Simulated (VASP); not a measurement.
**Sc2F3: single point with PBE**

The system is Sc2F3.

```
CELL_PARAMETERS angstrom
1.69543 0.97885 7.63593
-1.69543 0.97885 7.63593
0.00000 -1.95771 7.63593
ATOMIC_POSITIONS crystal
Sc 0.38814 0.38814 0.38814
Sc 0.61186 0.61186 0.61186
F 0.00000 0.00000 0.00000
F 0.23034 0.23034 0.23034
F 0.76966 0.76966 0.76966
```

| Quantity | Value |
| --- | --- |
| Program | VASP 6.6.1 |
| Task | single point |
| Functional | PBE |
| Potentials or basis | VASP PAW PBE potentials, release 64 (Sc_sv, F) |
| Cutoff | 520 eV |
| k mesh | 6 × 6 × 6 |
| Occupations | gaussian, width 0.1 eV |
| Spin | collinear spin, ferromagnetic start |
| Starting moments | [0.37, 0.37, 0.0, 0.0, 0.0] μB |
| Dipole correction | no |
| Further INCAR settings | ALGO = Normal; EDIFF = 1e-06; NBANDS = 34 |

```yaml
Pressure: 0.3 GPa
Largest_force: 0.026 eV/Å
Net_moment: 0.45 μB per cell
Site_moments: Sc +0.15; F +0.03, +0.01 μB
Valence_electrons_inside_the_program's_atomic_spheres: Sc 9.45; F 6.10, 6.08
```

Forces on the atoms (eV/Å):
```
Sc   0.000  0.000  0.018
Sc   0.000  0.000 -0.018
F    0.000  0.000  0.000
F    0.000  0.000 -0.026
F    0.000  0.000  0.026
```

Stress tensor (GPa, compression positive):
```
0.42 0.00 0.00
0.00 0.42 0.00
0.00 0.00 0.18
```

Levels at points of the mesh, in eV from the Fermi level:
Spin up:
```csv
k point,band 19,band 20,band 21,band 22,band 23,band 24,band 25,band 26
"(0.00, 0.00, 0.00)",-7.46,-7.26,-1.36,0.10,0.10,0.49,0.64,1.29
"(0.50, 0.00, 0.00)",-7.50,-7.30,-1.28,0.08,1.00,1.18,1.32,1.81
"(0.50, 0.50, 0.00)",-7.45,-7.40,-1.30,0.10,1.14,1.19,1.32,1.77
"(0.50, 0.50, 0.50)",-7.49,-7.49,-0.96,0.09,0.09,0.38,0.70,1.03
```
Spin down:
| k point | band 17 | band 18 | band 19 | band 20 | band 21 | band 22 | band 23 | band 24 | band 25 | band 26 |
| --- | --- | --- | --- | --- | --- | --- | --- | --- | --- | --- |
| (0.00, 0.00, 0.00) | -7.61 | -7.45 | -7.45 | -7.23 | -1.13 | 0.29 | 0.29 | 0.66 | 0.79 | 1.45 |
| (0.50, 0.00, 0.00) | -7.64 | -7.56 | -7.48 | -7.27 | -1.05 | 0.29 | 1.15 | 1.27 | 1.53 | 1.97 |
| (0.50, 0.50, 0.00) | -7.62 | -7.58 | -7.42 | -7.38 | -1.07 | 0.31 | 1.28 | 1.31 | 1.52 | 1.92 |
| (0.50, 0.50, 0.50) | -7.59 | -7.56 | -7.47 | -7.47 | -0.69 | 0.29 | 0.29 | 0.53 | 0.84 | 1.10 |

It took 14 min on 1 thread of Intel(R) Xeon(R) Platinum 8375C CPU @ 2.90GHz (Ice Lake) (shared host), peak memory 0.65 GiB.
